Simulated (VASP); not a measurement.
Set up this calculation in VASP 6.6.1, as the native input.

```
Task                   : single point
Functional             : PBE
Potentials or basis    : VASP PAW PBE potentials, release 64 (Gd, N)
Cutoff                 : 520 eV
k mesh                 : 5 × 5 × 5
Occupations            : gaussian, width 0.05 eV
Spin                   : collinear spin, ferromagnetic start
Starting moments       : [7.0, 0.0] μB
Hubbard terms          : Gd f U = 6.0 eV
Dipole correction      : no
Further INCAR settings : ALGO = Normal; EDIFF = 1e-07; NBANDS = 22
```

The structure of GdN lies in POSCAR:

```
GdN
1.0
    0.0000000000      2.4994985661      2.4994985661
    2.4994985661      0.0000000000      2.4994985661
    2.4994985661      2.4994985661      0.0000000000
Gd N
1 1
Direct
    0.5000000000      0.5000000000      0.5000000000
    0.0000000000      0.0000000000      0.0000000000
```

The input as run:

INCAR

```
ALGO = Normal ; EDIFF = 1E-7
ENCUT = 520 ; GGA = PE
ISIF = 2 ; ISMEAR = 0
ISPIN = 2 ; LASPH = True
LCHARG = False ; LDAU = True
LDAUJ = 0 0 ; LDAUL = 3 -1
LDAUPRINT = 1 ; LDAUTYPE = 2
LDAUU = 6 0 ; LMAXMIX = 6
LORBIT = 11 ; LREAL = False
LWAVE = False ; MAGMOM = 7 0
NBANDS = 22 ; NELM = 150
PREC = Accurate ; SIGMA = 0.05
```

KPOINTS

```
k-points
0
Gamma
  5 5 5
```

Potentials or basis: VASP PAW PBE potentials, release 64 (Gd, N).

The run is started by

```sh
$ cat potpaw_PBE.64/Gd/POTCAR potpaw_PBE.64/N/POTCAR > POTCAR
$ mpirun -np 1 vasp_std > vasp.out
```

Results of the run:

The pressure is 0.8 GPa. The band gap on the k mesh is zero (filled and empty bands overlap). The net moment is 7.00 μB per cell and the site moments are Gd +6.87; N -0.12 μB. The valence electrons inside the program's atomic spheres are Gd 15.21; N 3.64.

Caveat: the k points lie up to 0.44 Å⁻¹ apart; spin-orbit coupling is left out, which moves the levels of the heavy elements; a cell with one magnetic atom can't hold antiferromagnetic order, which such compounds often take.

It took 34 s on 1 thread of Intel(R) Xeon(R) Platinum 8488C (Sapphire Rapids), with other jobs on the host, peak memory 0.18 GiB.
